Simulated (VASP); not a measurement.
A run of VASP 6.6.1 is set up as follows.

The input INCAR:

```
SYSTEM = GaSb
ALGO     = Normal         ! electronic algorithm
EDIFF    = 1E-7           ! SCF threshold, eV
EDIFFG   = -0.01          ! ionic threshold
ENCUT    = 600            ! plane-wave cutoff, eV
GGA      = PS             ! functional
IBRION   = 2              ! ionic algorithm
ISIF     = 3              ! what is computed and relaxed
ISMEAR   = -1             ! smearing method
LASPH    = .TRUE.         ! aspherical terms in the spheres
LCHARG   = .FALSE.        ! write CHGCAR
LREAL    = .FALSE.        ! projectors in reciprocal space
LWAVE    = .FALSE.        ! write WAVECAR
NELM     = 100            ! most SCF steps
NSW      = 80             ! ionic steps
PREC     = Accurate       ! precision mode
SIGMA    = 0.05           ! smearing width, eV
```

Contents of KPOINTS:

```
k-points
0
G
  8 8 8
  0 0 0
```

Contents of POSCAR:

```
GaSb
1.0
    0.0000000000      3.0590000000      3.0590000000
    3.0590000000      0.0000000000      3.0590000000
    3.0590000000      3.0590000000      0.0000000000
Sb Ga
1 1
Direct
    0.7500000000      0.7500000000      0.7500000000
    0.0000000000      0.0000000000      0.0000000000
```

Potentials or basis: VASP PAW PBE potentials, release 64 (Sb, Ga_d).

Run with:

```bash
$ cat potpaw_PBE.64/Sb/POTCAR potpaw_PBE.64/Ga_d/POTCAR > POTCAR
$ mpirun -np 1 vasp_std > vasp.out
```

**Question.** Predict the space group after relaxing (to 0.05 Å).

**Answer.** F-43m (No. 216).

**Question.** What does it give for the relaxed cell?

**Answer.** a = 4.323 Å, b = 4.323 Å, c = 4.323 Å, α = 60.00°, β = 60.00°, γ = 60.00°.

Final structure:
```yaml
crystal:
  lattice:
    - [0.00000, 3.05698, 3.05698]
    - [3.05698, 0.00000, 3.05698]
    - [3.05698, 3.05698, 0.00000]
  atoms:
    - { symbol: Sb, position: [0.75000, 0.75000, 0.75000] }
    - { symbol: Ga, position: [0.00000, 0.00000, 0.00000] }
```
